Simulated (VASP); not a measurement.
A run of VASP 6.6.1 is set up as follows.

Contents of INCAR:

```
SYSTEM = Ta
ALGO     = Fast           ! electronic algorithm
EDIFF    = 1E-7           ! SCF threshold, eV
ENCUT    = 520            ! plane-wave cutoff, eV
GGA      = PS             ! functional
ISIF     = 2              ! what is computed and relaxed
ISMEAR   = 0              ! smearing method
LASPH    = .TRUE.         ! aspherical terms in the spheres
LCHARG   = .TRUE.         ! write CHGCAR
LELF     = .TRUE.         ! ELF
LREAL    = .FALSE.        ! projectors in reciprocal space
LVHAR    = .TRUE.       
LWAVE    = .FALSE.        ! write WAVECAR
NBANDS   = 12             ! bands
NELM     = 80             ! most SCF steps
PREC     = Accurate       ! precision mode
SIGMA    = 0.15           ! smearing width, eV
```

KPOINTS

```
k-points
0
G
  20 20 20
  0 0 0
```

File POSCAR:

```
Ta
1.0
   -1.7255876000      1.6512800000      1.6512800000
    1.7255876000     -1.6512800000      1.6512800000
    1.7255876000      1.6512800000     -1.6512800000
Ta
1
Direct
    0.0000000000      0.0000000000      0.0000000000
```

Potentials or basis: VASP PAW PBE potentials, release 64 (Ta_pv).

Launch:

```console
$ cat potpaw_PBE.64/Ta_pv/POTCAR > POTCAR
$ mpirun -np 1 vasp_std > vasp.out
```

What does it give for the pressure?

-11.4 GPa.

Stress tensor (GPa, compression positive):
```
-14.29   0.00   0.00
  0.00  -9.98   0.00
  0.00   0.00  -9.98
```

Caveat: the cell differs from its parent crystal (strain +0.0450 x Voigt [1, 0, 0, 0, 0, 0]); the PAW data sets were made with another functional, which shifts forces and pressure a little.
